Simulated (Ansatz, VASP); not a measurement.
One calculation of ZrS, two programs

POSCAR

```
ZrS
1.0
    0.0000000000      2.6250000000      2.6250000000
    2.6250000000      0.0000000000      2.6250000000
    2.6250000000      2.6250000000      0.0000000000
Zr S
1 1
Direct
    0.0000000000      0.0000000000      0.0000000000
    0.5000000000      0.5000000000      0.5000000000
```

Contents of INCAR.step1:

```
PREC = Accurate
ENCUT = 520
ISMEAR = 0
SIGMA = 0.1
LREAL = F
LASPH = T
NELM = 60
NBANDS = 16
GGA = PE
ALGO = Normal
EDIFF = 1E-4
LWAVE = T
LCHARG = F
```

The input INCAR.step2:

```
PREC = Accurate
ENCUT = 520
EDIFF = 1E-6
ISMEAR = 0
SIGMA = 0.1
LREAL = F
LASPH = T
NELM = 60
ALGO = Normal
ISIF = 2
LWAVE = F
LCHARG = T
METAGGA = R2SCAN
LMIXTAU = T
LELF = T
LVHAR = T
NBANDS = 16
ISTART = 1
```

File KPOINTS:

```
Automatic mesh
0
Gamma
  22 22 22
```

Input for Ansatz:

```yaml
crystal:
  lattice:
    - [0.0, 2.625, 2.625]
    - [2.625, 0.0, 2.625]
    - [2.625, 2.625, 0.0]
  atoms:
    - { symbol: Zr, position: [0.0, 0.0, 0.0] }
    - { symbol: S, position: [0.5, 0.5, 0.5] }
basis:
  ecutwfc: 500
kpoints:
  mp_grid: { grid: [22, 22, 22] }
hamiltonian:
  xc: r2scan
scf:
  occupations: { method: gaussian, width: 0.1 }
output:
  forces: true
  stress: true
  eigenvalues: true
```

Alike in both runs: task single point; functional r2SCAN; k mesh 22 × 22 × 22; occupations gaussian, width 0.1 eV; no spin polarisation.

```csv
,VASP,Ansatz
version,VASP 6.6.1,Ansatz 0.2.0
potentials or method,"VASP PAW PBE potentials, release 64 (Zr_sv, S), cutoff 520 eV","scalar-relativistic, plane waves, PAW"
valence electrons in the cell,18,18
```

|  | VASP | Ansatz | Ansatz less VASP |
| --- | --- | --- | --- |
| gap on the k mesh at the Fermi level (eV) | none | none | - |
| pressure (GPa) | -2.0 | -2.0 | 0.00 |

VASP's potentials were made for PBE, not for r2SCAN. A gap of «none» marks a metal or a gap that the smearing closes.
